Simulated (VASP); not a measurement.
Wanted: the native input for a VASP 6.6.1 run.

```yaml
Task: single point
Functional: PBE
Dispersion: D3(BJ)
Potentials_or_basis: VASP PAW PBE potentials, release 64 (Nb_sv)
Cutoff: 520 eV
k_mesh: 18 × 18 × 18
Occupations: gaussian, width 0.1 eV
Spin: no spin polarisation
Dipole_correction: no
Further_INCAR_settings: ALGO = Normal; EDIFF = 1e-06; NBANDS = 12
```

The structure of Nb lies in POSCAR:

```
Nb
1.0
   -1.6332217917      1.6332217917      1.6332217917
    1.6332217917     -1.6332217917      1.6332217917
    1.6332217917      1.6332217917     -1.6332217917
Nb
1
Direct
    0.0000000000      0.0000000000      0.0000000000
```

These files were run (other wordings do the same):

INCAR

```
SYSTEM = Nb
ALGO     = Normal         ! electronic algorithm
EDIFF    = 1E-6           ! SCF threshold, eV
ENCUT    = 520            ! plane-wave cutoff, eV
GGA      = PE             ! functional
ISIF     = 2              ! what is computed and relaxed
ISMEAR   = 0              ! smearing method
IVDW     = 12             ! dispersion correction
LASPH    = .True.         ! aspherical terms in the spheres
LCHARG   = .False.        ! write CHGCAR
LREAL    = .False.        ! projectors in reciprocal space
LWAVE    = .False.        ! write WAVECAR
NBANDS   = 12             ! bands
NELM     = 60             ! most SCF steps
PREC     = Accurate       ! precision mode
SIGMA    = 0.1            ! smearing width, eV
```

KPOINTS

```
k-points
0
Gamma
  18 18 18
  0 0 0
```

Potentials or basis: VASP PAW PBE potentials, release 64 (Nb_sv).

Launch:

```console
$ cat potpaw_PBE.64/Nb_sv/POTCAR > POTCAR
$ mpirun -np 1 vasp_std > vasp.out
```

Results of the run:

- Pressure: -0.3 GPa
- Dispersion energy per atom: -0.762 eV

Caveat: pairwise dispersion overbinds metals, which lowers pressure and volume.

It used 55 s of CPU time on 1 thread of AMD EPYC 7R13 Processor (Zen 3), on a shared host.
